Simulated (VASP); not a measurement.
TiH: relaxation of cell and atoms with PBEsol

The system is TiH.

```
Ti H
1.0
     0.00000    2.08970    2.08970
     2.08970    0.00000    2.08970
     2.08970    2.08970    0.00000
Ti H
1 1
Cartesian
  0.0000 0.0000 0.0000
  2.0897 2.0897 2.0897
```

```json
{
 "Program": "VASP 6.6.1",
 "Task": "relaxation of cell and atoms",
 "Functional": "PBEsol",
 "Potentials or basis": "VASP PAW PBE potentials, release 64 (Ti_sv, H)",
 "Cutoff": "600 eV",
 "k mesh": "9 × 9 × 9",
 "Occupations": "fermi-dirac, width 0.1 eV",
 "Spin": "no spin polarisation",
 "Dipole correction": "no",
 "Further INCAR settings": "ALGO = Normal; EDIFF = 1e-07; IBRION = 2; EDIFFG = -0.01; NSW = 50; ISIF = 3"
}
```

The relaxed volume is 8.89 Å³/atom. The relaxed cell is a = 2.929 Å, b = 2.929 Å, c = 2.929 Å, α = 60.00°, β = 60.00°, γ = 60.00° and the space group after relaxing (to 0.05 Å) is Fm-3m (No. 225). The energy gained by relaxing is 2.8 meV/atom. The ionic steps are 3. The pressure after relaxing is 0.0 GPa.

Step by step:
```
step  energy change (eV)  largest force (eV/Å)  pressure (GPa)  volume (Å³)
   1              0.0000                0.0000           -3.71        18.25
   2             -0.0055                0.0000            0.68        17.70
   3             -0.0056                0.0000            0.01        17.78
```

Final structure:
```
Ti H
1.0
     0.00000    2.07146    2.07146
     2.07146    0.00000    2.07146
     2.07146    2.07146    0.00000
Ti H
1 1
Direct
  0.00000 0.00000 0.00000
  0.50000 0.50000 0.50000
```

Levels at points of the mesh, in eV from the Fermi level:
```csv
k point,band 2,band 3,band 4,band 5,band 6,band 7,band 8,band 9,band 10
"(0.00, 0.00, 0.00)",-32.46,-32.46,-32.46,-9.62,0.68,0.68,0.68,2.22,2.22
```

Run time: 15 s on 1 thread of Intel(R) Xeon(R) Platinum 8488C (Sapphire Rapids), with other jobs on the host, peak memory 0.14 GiB.

Caveat: the PAW data sets were made with another functional, which shifts forces and pressure a little.
